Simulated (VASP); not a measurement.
# KZnF3 (Pm-3m) in VASP: settings compared, part 2 of 2

VASP 6.6.1. Earlier steps stand in the parts before.

## Step 3: Single point, PBEsol

This run uses another cell than the first one, of 13.31 Å³/atom, 1.005 times its volume.

File INCAR:

```
PREC = Accurate
ENCUT = 520
EDIFF = 1E-7
ISMEAR = -1
SIGMA = 0.02
LREAL = False
LASPH = True
NELM = 60
ALGO = Normal
ISIF = 2
LWAVE = False
LCHARG = False
GGA = PS
NBANDS = 29
```

File KPOINTS:

```
Automatic mesh
0
Gamma
  6 6 6
```

File POSCAR:

```
KZnF3
1.0
    4.0526701914      0.0000000000      0.0000000000
    0.0000000000      4.0526701914      0.0000000000
    0.0000000000      0.0000000000      4.0526701914
K Zn F
1 1 3
Direct
    0.0000000000      0.0000000000      0.0000000000
    0.5000000000      0.5000000000      0.5000000000
    0.5000000000      0.5000000000      0.0000000000
    0.0000000000      0.5000000000      0.5000000000
    0.5000000000      0.0000000000      0.5000000000
```

Potentials or basis: VASP PAW PBE potentials, release 64 (K_sv, Zn, F).

Launch:

```
cat potpaw_PBE.64/K_sv/POTCAR potpaw_PBE.64/Zn/POTCAR potpaw_PBE.64/F/POTCAR > POTCAR
mpirun -np 1 vasp_std > vasp.out
```

OUTCAR:

```text
PREC = Accurate
   ENCUT = 520
   EDIFF = 1E-7
   ISMEAR = -1
   LREAL = False
   LASPH = True
   NELM = 60
   ISIF = 2
   GGA = PS

 ion  position               nearest neighbor table
   1  0.000  0.000  0.000-
   2  0.500  0.500  0.500-   3 2.03   4 2.03   5 2.03   3 2.03   5 2.03   4 2.03
   3  0.500  0.500  0.000-   2 2.03   2 2.03
   4  0.000  0.500  0.500-   2 2.03   2 2.03
   5  0.500  0.000  0.500-   2 2.03   2 2.03

  LATTYP: Found a simple cubic cell.
 ALAT       =     4.0526701914

  Lattice vectors:

 A1 = (   4.0526701914,   0.0000000000,   0.0000000000)
 A2 = (   0.0000000000,   4.0526701914,   0.0000000000)
 A3 = (   0.0000000000,   0.0000000000,   4.0526701914)

Analysis of symmetry for initial positions (statically):
=====================================================================
 Subroutine PRICEL returns:
 Original cell was already a primitive cell.

 Routine SETGRP: Setting up the symmetry group for a
 simple cubic supercell.

[... 163 lines left out ...]

  energy without entropy =      -21.34044246  energy(sigma->0) =      -21.34044246

 E-fermi :  -0.4663     XC(G=0): -10.1292

 val. band max:       -0.9000353587   @ k =   0.5000   0.5000   0.5000
 cond. band min:       2.7326906978   @ k =   0.0000   0.0000   0.0000
 fundamental gap:      3.6327260565
 Fermi energy:        -0.4663248912

 k-point     1 :       0.0000    0.0000    0.0000
  band No.  band energies     occupation
      1     -27.7910      2.00000
      2     -22.3905      2.00000
      3     -21.7488      2.00000
      4     -21.7488      2.00000
      5     -11.3482      2.00000
      6     -11.3482      2.00000
[... 629 lines left out ...]
     28      11.6621      0.00000
     29      12.4044      0.00000

------------------------ aborting loop because EDIFF is reached ----------------------------------------

  FORCE on cell =-STRESS in cart. coord.  units (eV):
  Direction    XX          YY          ZZ          XY          YZ          ZX
  --------------------------------------------------------------------------------------
  -------------------------------------------------------------------------------------
  Total        0.1311528      0.1311528      0.1311528     -0.0000000      0.0000000     -0.0000000
  in kB        3.1569255      3.1569255      3.1569255     -0.0000000      0.0000000     -0.0000000
  external PRESSURE =       3.1569255 kB  Pullay stress =       0.0000000 kB

 VOLUME and BASIS-vectors are now :
 -----------------------------------------------------------------------------
  energy-cutoff  :      520.00
  volume of cell :       66.56
      direct lattice vectors                 reciprocal lattice vectors
     4.052670191  0.000000000  0.000000000     0.246750896  0.000000000  0.000000000
     0.000000000  4.052670191  0.000000000     0.000000000  0.246750896  0.000000000
     0.000000000  0.000000000  4.052670191     0.000000000  0.000000000  0.246750896

 POSITION                                       TOTAL-FORCE (eV/Angst)
 -----------------------------------------------------------------------------------
      0.00000      0.00000      0.00000         0.000000      0.000000      0.000000
      2.02634      2.02634      2.02634         0.000000      0.000000      0.000000
      2.02634      2.02634      0.00000         0.000000      0.000000      0.000000
      0.00000      2.02634      2.02634         0.000000      0.000000      0.000000
      2.02634      0.00000      2.02634         0.000000      0.000000      0.000000
 -----------------------------------------------------------------------------------
    total drift:                                0.000000      0.000000     -0.000000

  FREE ENERGIE OF THE ION-ELECTRON SYSTEM (eV)
  ---------------------------------------------------
  free  energy   TOTEN  =       -21.3404424598 eV

  energy  without entropy=      -21.3404424598  energy(sigma->0) =      -21.34044246
```

stdout:

```text
POSCAR found type information on POSCAR K ZnF
 POSCAR found :  3 types and       5 ions
 scaLAPACK will be used
 -----------------------------------------------------------------------------
|                                                                             |
|                                                                             |
|     You enforced a specific xc type in the INCAR file but a different       |
|     I HOPE YOU KNOW WHAT YOU ARE DOING!                                     |
|                                                                             |
 -----------------------------------------------------------------------------

 LDA part: xc-table for (Slater+PW92), standard interpolation
 POSCAR, INCAR and KPOINTS ok, starting setup
 FFT: planning ... GRIDC
 FFT: planning ... GRID_SOFT
 FFT: planning ... GRID
 WAVECAR not read
 entering main loop
```

Wall time 20 s (1 thread of Intel Xeon 6975P-C (Granite Rapids), shared host); peak memory 0.18 GiB.

Results:

| Item | Value |
| --- | --- |
| Free energy | -21.3404 eV |
| Pressure | 0.3 GPa |
| Band gap on the k mesh | 3.63 eV, indirect (least direct gap 5.48 eV) |

Caveat: the PAW data sets were made with another functional, which shifts forces and pressure a little.

## Step 4: Single point, PBE

This run uses another cell than the first one, of 14.06 Å³/atom, 1.062 times its volume.

File INCAR:

```
ALGO = Normal
EDIFF = 1E-6
ENCUT = 520
GGA = PE
ISIF = 2
ISMEAR = -1
LASPH = True
LCHARG = False
LREAL = False
LWAVE = False
NBANDS = 29
NELM = 100
PREC = Accurate
SIGMA = 0.02
```

File KPOINTS:

```
k-points
0
Gamma
  6 6 6
```

POSCAR: that of step 3 with these lines changed.

```diff
@@ -2,5 +2,5 @@
 1.0
-    4.0526701914      0.0000000000      0.0000000000
-    0.0000000000      4.0526701914      0.0000000000
-    0.0000000000      0.0000000000      4.0526701914
+    4.1275598757      0.0000000000      0.0000000000
+    0.0000000000      4.1275598757      0.0000000000
+    0.0000000000      0.0000000000      4.1275598757
 K Zn F
```

Launch:

```
cat potpaw_PBE.64/K_sv/POTCAR potpaw_PBE.64/Zn/POTCAR potpaw_PBE.64/F/POTCAR > POTCAR
mpirun -np 1 vasp_std > vasp.out
```

Run time: 15 s. Hardware: 1 thread of Intel Xeon 6975P-C (Granite Rapids), shared host; peak memory 0.19 GiB.

The run converged. Its results:

```
Free energy            : -20.3317 eV
Pressure               : 0.3 GPa
Band gap on the k mesh : 3.65 eV, indirect (least direct gap 5.19 eV)
```

Levels at points of the mesh, in eV from the valence-band top:
```
           k point  band 17  band 18  band 19  band 20  band 21  band 22  band 23  band 24  band 25  band 26
(0.00, 0.00, 0.00)    -1.71    -1.71    -1.54    -1.54    -1.54     3.65     8.93     8.93     9.26    11.17
(0.50, 0.00, 0.00)    -1.68    -1.68    -1.55    -1.47    -1.47     6.28     8.25     9.81    11.11    11.11
(0.50, 0.50, 0.00)    -1.89    -1.55    -1.55    -1.20     0.00     7.79     9.97     9.97    10.15    11.49
(0.50, 0.50, 0.50)    -1.18    -1.18    -1.18     0.00     0.00     8.50     8.50     8.50     9.77    12.10
```

A k mesh can miss the band edges. As with any semilocal functional, this PBE gap is likely too small.

## Step 5: The runs side by side

| level | potentials or basis | cell | smearing | gap on the mesh (eV) | pressure (GPa) |
| --- | --- | --- | --- | --- | --- |
| LDA | VASP PAW LDA potentials, release 64 (K_sv, Zn, F) | a = 4.046 Å, 5 atoms | gaussian 0.01 eV | 3.60 | -4.2 |
| PBEsol | VASP PAW PBE potentials, release 64 (K_sv, Zn, F) | a = 4.053 Å, 5 atoms | fermi-dirac 0.02 eV | 3.63 | 0.3 |
| PBE | VASP PAW PBE potentials, release 64 (K_sv, Zn, F) | a = 4.128 Å, 5 atoms | fermi-dirac 0.02 eV | 3.65 | 0.3 |

Alike in all rows: task single point; no spin polarisation; k mesh 6 × 6 × 6; cutoff (eV) 520.

Caveats: the PAW data sets were made with another functional, which shifts forces and pressure a little (some runs).

Absolute energies hang on the potentials; compare differences alone.
